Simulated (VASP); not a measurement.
# K2Pt (Fmmm) in VASP: further runs

Runs on K2Pt. Level: LDA. Tasks: single point.

Program: VASP 6.6.1. These are calculated values, not measurements. Logs are shortened: lines on timing, memory, paths and dates and some standing lists are left out, and cuts for length are marked.

## Step 1: The cell of the first run

It takes space group Fmmm (No. 69, orthorhombic). The conventional cell has a = 7.412 Å, b = 7.563 Å, c = 7.714 Å, α = 90.00°, β = 90.00°, γ = 90.00°. K (site symmetry 222) has 4 Pt at 3.28 Å and 6 K at 3.71 to 3.86 Å within 4.3 Å. Pt (site symmetry mmm) has 8 K at 3.28 Å within 4.3 Å.

## Step 2: Single point, LDA (strain -0.0200 x Voigt [1, -1, 0, 0, 0, 0])

Input file INCAR:

```
SYSTEM = K2Pt
ALGO     = Normal         ! electronic algorithm
EDIFF    = 1E-6           ! SCF threshold, eV
ENCUT    = 520            ! plane-wave cutoff, eV
GGA      = CA             ! functional
ISIF     = 2              ! what is computed and relaxed
ISMEAR   = 0              ! smearing method
LASPH    = .True.         ! aspherical terms in the spheres
LCHARG   = .True.         ! write CHGCAR
LELF     = .True.         ! ELF
LREAL    = .False.        ! projectors in reciprocal space
LVHAR    = .True.       
LWAVE    = .False.        ! write WAVECAR
NBANDS   = 21             ! bands
NELM     = 80             ! most SCF steps
PREC     = Accurate       ! precision mode
SIGMA    = 0.05           ! smearing width, eV
```

Input file KPOINTS:

```
k-points
0
Gamma
  6 6 6
  0 0 0
```

Input file POSCAR:

```
K2Pt
1.0
    0.0000000000      3.8570924028      3.7814631400
    3.7058338772      0.0000000000      3.7814631400
    3.7058338772      3.8570924028      0.0000000000
K Pt
2 1
Direct
    0.7500000000      0.7500000000      0.7500000000
    0.2500000000      0.2500000000      0.2500000000
    0.0000000000      0.0000000000      0.0000000000
```

Potentials or basis: VASP PAW LDA potentials, release 64 (K_sv, Pt).

Launch:

```sh
> cat potpaw_LDA.64/K_sv/POTCAR potpaw_LDA.64/Pt/POTCAR > POTCAR
> mpirun -np 1 vasp_std > vasp.out
```

OUTCAR:

```text
SYSTEM = K2Pt
   EDIFF = 1E-6
   ENCUT = 520
   GGA = CA
   ISIF = 2
   ISMEAR = 0
   LASPH = .True.
   LREAL = .False.
   NELM = 80
   PREC = Accurate

 ion  position               nearest neighbor table
   1  0.750  0.750  0.750-   3 3.28   3 3.28   3 3.28   3 3.28   2 3.71   2 3.71   2 3.78   2 3.78

   2  0.250  0.250  0.250-   3 3.28   3 3.28   3 3.28   3 3.28   1 3.71   1 3.71   1 3.78   1 3.78

   3  0.000  0.000  0.000-   1 3.28   1 3.28   1 3.28   2 3.28   2 3.28   2 3.28   1 3.28   2 3.28

  LATTYP: Found a face centered orthorhombic cell.
 ALAT       =     7.4116677544
 B/A-ratio  =     1.0204081633
 C/A-ratio  =     1.0408163265

  Lattice vectors:

 A1 = (   0.0000000000,   3.8570924028,  -3.7814631400)
 A2 = (   3.7058338772,   3.8570924028,   0.0000000000)
 A3 = (   3.7058338772,   0.0000000000,  -3.7814631400)

Analysis of symmetry for initial positions (statically):
=====================================================================
 Subroutine PRICEL returns:
 Original cell was already a primitive cell.

 Routine SETGRP: Setting up the symmetry group for a
 face centered orthorhombic supercell.

 Subroutine GETGRP returns: Found  8 space group operations
 (whereof  8 operations were pure point group operations)
 out of a pool of  8 trial point group operations.

The static configuration has the point symmetry D_2h.

Analysis of symmetry for dynamics (positions and initial velocities):
=====================================================================
 Subroutine PRICEL returns:
 Original cell was already a primitive cell.

 Routine SETGRP: Setting up the symmetry group for a
 face centered orthorhombic supercell.

 Subroutine GETGRP returns: Found  8 space group operations
 (whereof  8 operations were pure point group operations)
 out of a pool of  8 trial point group operations.

The dynamic configuration has the point symmetry D_2h.

 Subroutine INISYM returns: Found  8 space group operations
 (whereof  8 operations are pure point group operations),
 and found     1 'primitive' translations

----------------------------------------------------------------------------------------

                                     Primitive cell

  volume of cell :     108.1025

  direct lattice vectors                    reciprocal lattice vectors
     0.000000000  3.857092403  3.781463140    -0.134922400  0.129631325  0.132223952
     3.705833877  0.000000000  3.781463140     0.134922400 -0.129631325  0.132223952
     3.705833877  3.857092403  0.000000000     0.134922400  0.129631325 -0.132223952

  length of vectors
     5.401539159  5.294588577  5.348865911     0.229110253  0.229110253  0.229110253

  position of ions in fractional coordinates (direct lattice)
     0.750000000  0.750000000  0.750000000
     0.250000000  0.250000000  0.250000000
     0.000000000  0.000000000  0.000000000

  ion indices of the primitive-cell ions
   primitive index   ion index
                 1           1
                 2           2
                 3           3

----------------------------------------------------------------------------------------

 KPOINTS: k-points

Automatic generation of k-mesh.
 Grid dimensions read from file:
 generate k-points for:    6    6    6

 Generating k-lattice:

  Cartesian coordinates                     Fractional coordinates (reciprocal lattice)
    -0.022487067  0.021605221  0.022037325     0.166666667 -0.000000000 -0.000000000
     0.022487067 -0.021605221  0.022037325     0.000000000  0.166666667  0.000000000
     0.022487067  0.021605221 -0.022037325     0.000000000  0.000000000  0.166666667

  Length of vectors
     0.038185042  0.038185042  0.038185042

  Shift w.r.t. Gamma in fractional coordinates (k-lattice)
     0.000000000  0.000000000  0.000000000

 Subroutine IBZKPT returns following result:
 ===========================================

 Found     46 irreducible k-points:

 Following reciprocal coordinates:
            Coordinates               Weight
  0.000000  0.000000  0.000000      1.000000
  0.166667 -0.000000 -0.000000      8.000000
  0.333333  0.000000  0.000000      8.000000
  0.500000 -0.000000 -0.000000      4.000000
  0.166667  0.166667  0.000000      2.000000
  0.333333  0.166667  0.000000      8.000000
[... 16 lines left out ...]
 -0.166667  0.166667  0.166667      8.000000
  0.500000  0.333333  0.166667      4.000000
 [... further k-points ...]
   k-points           NKPTS =     46   k-points in BZ     NKDIM =     46   number of bands    NBANDS=     21
   number of dos      NEDOS =    301   number of ions     NIONS =      3
   total plane-waves  NPLWV =  64000
   dimension x,y,z NGX =    40 NGY =   40 NGZ =   40
   dimension x,y,z NGXF=    80 NGYF=   80 NGZF=   80
   ions per type =               2   1
   NGX,Y,Z   is equivalent  to a cutoff of  12.31, 12.56, 12.43 a.u.
   NGXF,Y,Z  is equivalent  to a cutoff of  24.62, 25.12, 24.86 a.u.
 SYSTEM =  K2Pt
   PREC   = accura    normal or accurate (medium, high low for compatibility)
   ISTART =      0    job   : 0-new  1-cont  2-samecut
   ICHARG =      2    charge: 1-file 2-atom 10-const
   ISPIN  =      1    spin polarized calculation?
   LNONCOLLINEAR =      F non collinear calculations
   LSORBIT =      F    spin-orbit coupling
   LASPH  =      T    aspherical Exc in radial PAW
   ENCUT  =  520.0 eV  38.22 Ry    6.18 a.u.  10.04  9.84  9.95*2*pi/ulx,y,z
   NELM   =     80;   NELMIN=  2; NELMDL= -5     # of ELM steps
   EDIFF  = 0.1E-05   stopping-criterion for ELM
   LREAL  =      F    real-space projection
   EDIFFG = 0.1E-04   stopping-criterion for IOM
   NSW    =      0    number of steps for IOM
   IBRION =     -1    ionic relax: 0-MD 1-quasi-New 2-CG
   NFREE  =      0    steps in history (QN), initial steepest desc. (CG)
   ISIF   =      2    stress and relaxation
   ISYM   =      2    0-nonsym 1-usesym 2-fastsym
   POTIM  = 0.5000    time-step for ionic-motion
   TEBEG  =    0.0;   TEEND  =   0.0 temperature during run
   PSTRESS=    0.0 pullay stress
   NELECT =      28.0000    total number of electrons
   NUPDOWN=      -1.0000    fix difference up-down
   EMIN   =  10.00;   EMAX   =-10.00  energy-range for DOS
   EFERMI =   0.00;   METHOD = LEGACY
   ISMEAR =     0;   SIGMA  =   0.05  broadening in eV -4-tet -1-fermi 0-gaus
   EFERMI_NEDOS =   21; number of points for ismear=-14 and -15
   IALGO  =     38    algorithm
   IMIX   =      4    mixing-type and parameters
     AMIX     =   0.40;   BMIX     =  1.00
     AMIX_MAG =   1.60;   BMIX_MAG =  1.00
  volume/ion in A,a.u.               =      36.03       243.17
  Fermi-wavevector in a.u.,A,eV,Ry     =   1.043556  1.972034 14.816855  1.089008
  Thomas-Fermi vector in A             =   2.178270
   LORBIT       =      0    0 simple, 1 ext, 2 COOP (PROOUT), +10 PAW based schemes
   GGA     = CA    functional components
   LHFCALC =     F    Hartree Fock is set to
   AEXX    =    0.0000 exact exchange contribution
   IVDW    =     0    specifies the selected vdW correction
   LEPSILON=     F    determine dielectric tensor
   LRPA    =     F    only Hartree local field effects (RPA)
 non-spin polarized calculation
 Gauss-broadening in eV      SIGMA  =   0.05
  energy-cutoff  :      520.00
  volume of cell :      108.10
 maximum number of plane-waves:      2926
   NGX = 21   NGY = 19   NGZ = 19

 number of electron      28.0000004 magnetization

 Free energy of the ion-electron system (eV)
  ---------------------------------------------------
  ext. energy  EPLUGINS =         0.00000000
  ---------------------------------------------------
  free energy    TOTEN  =        -9.44845587 eV

  energy without entropy =       -9.44845587  energy(sigma->0) =       -9.44845587

 E-fermi :   0.3874     XC(G=0):  -8.0280

 val. band max:        0.0766764931   @ k =   0.5000   0.0000   0.5000
 cond. band min:       1.3830733514   @ k =   0.5000  -0.0000  -0.0000
 fundamental gap:      1.3063968583
 Fermi energy:         0.3873741428

 k-point     1 :       0.0000    0.0000    0.0000
  band No.  band energies     occupation
      1     -29.2709      2.00000
      2     -29.1991      2.00000
      3     -13.1591      2.00000
      4     -13.1145      2.00000
      5     -13.0753      2.00000
      6     -12.8955      2.00000
[... 13 lines left out ...]
     20       5.8952      0.00000
     21       8.9752      0.00000

 k-point     2 :       0.1667   -0.0000   -0.0000
  band No.  band energies     occupation
      1     -29.2658      2.00000
      2     -29.2038      2.00000
      3     -13.1417      2.00000
      4     -13.1008      2.00000
      5     -13.0647      2.00000
      6     -12.9132      2.00000
[... 13 lines left out ...]
     20       6.6239      0.00000
     21       7.9418      0.00000

 k-point     3 :       0.3333    0.0000    0.0000
  band No.  band energies     occupation
      1     -29.2523      2.00000
      2     -29.2166      2.00000
      3     -13.0948      2.00000
      4     -13.0635      2.00000
      5     -13.0360      2.00000
      6     -12.9666      2.00000
[... 13 lines left out ...]
     20       6.5978      0.00000
     21       7.0185      0.00000

 k-point     4 :       0.5000   -0.0000   -0.0000
  band No.  band energies     occupation
      1     -29.2345      2.00000
      2     -29.2340      2.00000
      3     -13.0394      2.00000
      4     -13.0250      2.00000
      5     -13.0122      2.00000
      6     -13.0047      2.00000
[... 13 lines left out ...]
     20       6.1550      0.00000
     21       6.7602      0.00000

 k-point     5 :       0.1667    0.1667    0.0000
  band No.  band energies     occupation
      1     -29.2646      2.00000
      2     -29.2048      2.00000
      3     -13.1683      2.00000
      4     -13.0840      2.00000
      5     -13.0443      2.00000
      6     -12.9708      2.00000
[... 13 lines left out ...]
     20       7.0163      0.00000
     21       7.6638      0.00000
[... 382 lines left out ...]
     20       6.6281      0.00000
     21       6.9722      0.00000

 k-point    22 :      -0.3333    0.1667    0.1667
  band No.  band energies     occupation
      1     -29.2372      2.00000
      2     -29.2310      2.00000
      3     -13.1382      2.00000
      4     -13.0893      2.00000
      5     -13.0591      2.00000
      6     -12.9330      2.00000
[... 13 lines left out ...]
     20       6.7410      0.00000
     21       6.8600      0.00000

 k-point    23 :      -0.1667    0.1667    0.1667
  band No.  band energies     occupation
      1     -29.2525      2.00000
      2     -29.2163      2.00000
      3     -13.1210      2.00000
      4     -13.0845      2.00000
      5     -13.0617      2.00000
      6     -12.9965      2.00000
[... 13 lines left out ...]
     20       6.9270      0.00000
     21       7.2428      0.00000

 k-point    24 :       0.5000    0.3333    0.1667
  band No.  band energies     occupation
      1     -29.2475      2.00000
      2     -29.2207      2.00000
      3     -13.2001      2.00000
      4     -13.1257      2.00000
      5     -13.0413      2.00000
      6     -12.9428      2.00000
[... 13 lines left out ...]
     20       6.6026      0.00000
     21       6.6987      0.00000

 [... further k-points ...]
[... 5 lines left out ...]
  --------------------------------------------------------------------------------------
  -------------------------------------------------------------------------------------
  Total       -0.9305438     -1.5120864     -1.2139806      0.0000000      0.0000000      0.0000000
  in kB      -13.7915013    -22.4104890    -17.9922917      0.0000000      0.0000000      0.0000000
  external PRESSURE =     -18.0647607 kB  Pullay stress =       0.0000000 kB

 VOLUME and BASIS-vectors are now :
 -----------------------------------------------------------------------------
  energy-cutoff  :      520.00
  volume of cell :      108.10
      direct lattice vectors                 reciprocal lattice vectors
     0.000000000  3.857092403  3.781463140    -0.134922400  0.129631325  0.132223952
     3.705833877  0.000000000  3.781463140     0.134922400 -0.129631325  0.132223952
     3.705833877  3.857092403  0.000000000     0.134922400  0.129631325 -0.132223952

 POSITION                                       TOTAL-FORCE (eV/Angst)
 -----------------------------------------------------------------------------------
      5.55875      5.78564      5.67219         0.000000      0.000000     -0.000000
      1.85292      1.92855      1.89073        -0.000000     -0.000000      0.000000
      0.00000      0.00000      0.00000         0.000000      0.000000      0.000000
 -----------------------------------------------------------------------------------
    total drift:                               -0.000000     -0.000000      0.000000

  FREE ENERGIE OF THE ION-ELECTRON SYSTEM (eV)
  ---------------------------------------------------
  free  energy   TOTEN  =        -9.4484558680 eV

  energy  without entropy=       -9.4484558680  energy(sigma->0) =       -9.44845587
```

It took 2.2 min on 1 thread of AMD EPYC 7R13, shared host; peak memory 0.23 GiB.

What came out:

```
Free energy            : -9.4485 eV
Pressure               : -1.8 GPa
Band gap on the k mesh : 1.31 eV (least direct gap 1.38 eV)
```

Stress tensor (GPa, compression positive):
```
-1.38  0.00  0.00
 0.00 -2.24  0.00
 0.00  0.00 -1.80
```

Caveat: the cell differs from its parent crystal (strain -0.0200 x Voigt [1, -1, 0, 0, 0, 0]); spin-orbit coupling is left out, which moves the levels of the heavy elements. A k mesh can miss the band edges.

## Step 3: Single point, LDA (strain +0.0175 x Voigt [1, -1, 0, 0, 0, 0])

Input file INCAR:

```
PREC = Accurate
ENCUT = 520
EDIFF = 1E-6
ISMEAR = 0
SIGMA = 0.05
LREAL = F
LASPH = T
NELM = 100
ALGO = Normal
ISIF = 2
LWAVE = F
LCHARG = F
GGA = CA
NBANDS = 21
```

Input file KPOINTS:

```
regular mesh
0
Gamma
  6 6 6
```

Input file POSCAR:

```
K2Pt
1.0
    0.0000000000      3.7152875350      3.7814631400
    3.8476387450      0.0000000000      3.7814631400
    3.8476387450      3.7152875350      0.0000000000
K Pt
2 1
Direct
    0.7500000000      0.7500000000      0.7500000000
    0.2500000000      0.2500000000      0.2500000000
    0.0000000000      0.0000000000      0.0000000000
```

Potentials or basis: VASP PAW LDA potentials, release 64 (K_sv, Pt).

Launch:

```sh
> cat potpaw_LDA.64/K_sv/POTCAR potpaw_LDA.64/Pt/POTCAR > POTCAR
> mpirun -np 1 vasp_std > vasp.out
```

Run time: 1.9 min. Hardware: 1 thread of AMD EPYC 7R13, shared host; peak memory 0.23 GiB.

Results (log left out):

| Property | Result |
| --- | --- |
| Free energy | -9.4497 eV |
| Pressure | -1.8 GPa |
| Band gap on the k mesh | 1.31 eV (least direct gap 1.38 eV) |

Stress tensor (GPa, compression positive):
```
-2.19  0.00  0.00
 0.00 -1.43  0.00
 0.00  0.00 -1.80
```

Levels at points of the mesh, in eV from the valence-band top:
| k point | band 10 | band 11 | band 12 | band 13 | band 14 | band 15 | band 16 | band 17 | band 18 | band 19 |
| --- | --- | --- | --- | --- | --- | --- | --- | --- | --- | --- |
| (0.00, 0.00, 0.00) | -0.24 | -0.18 | -0.08 | -0.08 | -0.07 | 3.41 | 3.47 | 3.53 | 5.52 | 5.79 |
| (0.50, 0.00, 0.00) | -0.18 | -0.16 | -0.14 | -0.10 | -0.07 | 1.31 | 4.05 | 4.20 | 5.94 | 6.04 |
| (0.50, 0.50, 0.00) | -0.36 | -0.35 | -0.08 | -0.06 | -0.01 | 1.50 | 3.73 | 4.13 | 4.15 | 5.67 |
| (0.50, 0.00, 0.50) | -0.36 | -0.34 | -0.06 | -0.05 | -0.02 | 1.58 | 3.75 | 4.05 | 4.06 | 5.63 |
| (0.00, 0.50, 0.50) | -0.37 | -0.35 | -0.09 | -0.08 | 0.00 | 1.43 | 3.72 | 4.21 | 4.23 | 5.64 |

Caveat: the cell differs from its parent crystal (strain +0.0175 x Voigt [1, -1, 0, 0, 0, 0]); spin-orbit coupling is left out, which moves the levels of the heavy elements. A k mesh can miss the band edges.
